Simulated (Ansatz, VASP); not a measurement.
# LaTe in VASP and in Ansatz

```
La Te
1.0
     0.00000    3.27398    3.27398
     3.27398    0.00000    3.27398
     3.27398    3.27398    0.00000
La Te
1 1
Direct
  0.00000 0.00000 0.00000
  0.50000 0.50000 0.50000
```

Change from the starting cell: volume scaled by 1.06, crystal datasets.

Alike in both runs: task electric field gradients; functional LDA; k mesh 10 × 10 × 10; occupations fermi-dirac, width 0.08 eV; no spin polarisation.

|  | VASP | Ansatz |
| --- | --- | --- |
| version | VASP 6.6.1 | Ansatz 0.2.0 |
| potentials or method | VASP PAW LDA potentials, release 64 (La, Te), cutoff 520 eV | all-electron PAW with datasets made for the crystal, scalar-relativistic |

VASP gave:

- pressure (GPa): -4.9

Question: Estimate Ansatz's values.

Answer: Pressure (GPa): -5.0.

LDA's correlation is that of Perdew and Zunger in VASP and of Perdew and Wang (1992) in Ansatz. Ansatz ran all-electron here, and VASP with PAW potentials.

Neither program's run includes spin-orbit coupling.
